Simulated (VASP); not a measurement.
Wanted: the native input for a VASP 6.6.1 run.

| Quantity | Value |
| --- | --- |
| Task | single point |
| Functional | r2SCAN |
| Potentials or basis | VASP PAW PBE potentials, release 64 (B, As) |
| Cutoff | 520 eV |
| k mesh | 10 × 10 × 10 |
| Occupations | gaussian, width 0.01 eV |
| Spin | no spin polarisation |
| Dipole correction | no |
| Further INCAR settings | ALGO = Normal; EDIFF = 1e-06; NBANDS = 11 |

Crystal: BAs.

```
B As
1.0
     0.00000    2.29619    2.29619
     2.29619    0.00000    2.29619
     2.29619    2.29619    0.00000
B As
1 1
Direct
  0.00000 0.00000 0.00000
  0.25000 0.25000 0.25000
```

This cell differs from its parent crystal: strain -4.0%.

One way to write it, as run:

POSCAR

```
BAs
1.0
    0.0000000000      2.2961928999      2.2961928999
    2.2961928999      0.0000000000      2.2961928999
    2.2961928999      2.2961928999      0.0000000000
B As
1 1
Direct
    0.0000000000      0.0000000000      0.0000000000
    0.2500000000      0.2500000000      0.2500000000
```

INCAR.step1

```
SYSTEM = BAs
PREC     = Accurate       ! precision mode
ENCUT    = 520            ! plane-wave cutoff, eV
ISMEAR   = 0              ! smearing method
SIGMA    = 0.01           ! smearing width, eV
LREAL    = .False.        ! projectors in reciprocal space
LASPH    = .True.         ! aspherical terms in the spheres
NELM     = 80             ! most SCF steps
NBANDS   = 11             ! bands
GGA      = PE             ! functional
ALGO     = Normal         ! electronic algorithm
EDIFF    = 1E-4           ! SCF threshold, eV
LWAVE    = .True.         ! write WAVECAR
LCHARG   = .False.        ! write CHGCAR
```

INCAR.step2

```
SYSTEM = BAs
PREC     = Accurate       ! precision mode
ENCUT    = 520            ! plane-wave cutoff, eV
EDIFF    = 1E-6           ! SCF threshold, eV
ISMEAR   = 0              ! smearing method
SIGMA    = 0.01           ! smearing width, eV
LREAL    = .False.        ! projectors in reciprocal space
LASPH    = .True.         ! aspherical terms in the spheres
NELM     = 80             ! most SCF steps
ALGO     = Normal         ! electronic algorithm
ISIF     = 2              ! what is computed and relaxed
LWAVE    = .False.        ! write WAVECAR
LCHARG   = .True.         ! write CHGCAR
METAGGA  = R2SCAN         ! meta-GGA
LMIXTAU  = .True.       
LELF     = .True.         ! ELF
LVHAR    = .True.       
NBANDS   = 11             ! bands
ISTART   = 1
```

KPOINTS

```
regular mesh
0
Gamma
  10 10 10
  0 0 0
```

Potentials or basis: VASP PAW PBE potentials, release 64 (B, As).

Command:

```bash
$ cat potpaw_PBE.64/B/POTCAR potpaw_PBE.64/As/POTCAR > POTCAR
$ cp INCAR.step1 INCAR
$ mpirun -np 1 vasp_std > vasp.out
$ cp INCAR.step2 INCAR
$ mpirun -np 1 vasp_std > vasp.out
```

Results of the run:

| Property | Result |
| --- | --- |
| Pressure | 22.7 GPa |
| Band gap on the k mesh | 1.24 eV, indirect (least direct gap 3.59 eV) |

Caveat: the cell differs from its parent crystal (strain -4.0%); the PAW data sets were made with another functional, which shifts forces and pressure a little.

Run time: 17 s on 1 thread of Intel(R) Xeon(R) 6975P-C (Granite Rapids) (shared host), peak memory 0.14 GiB.
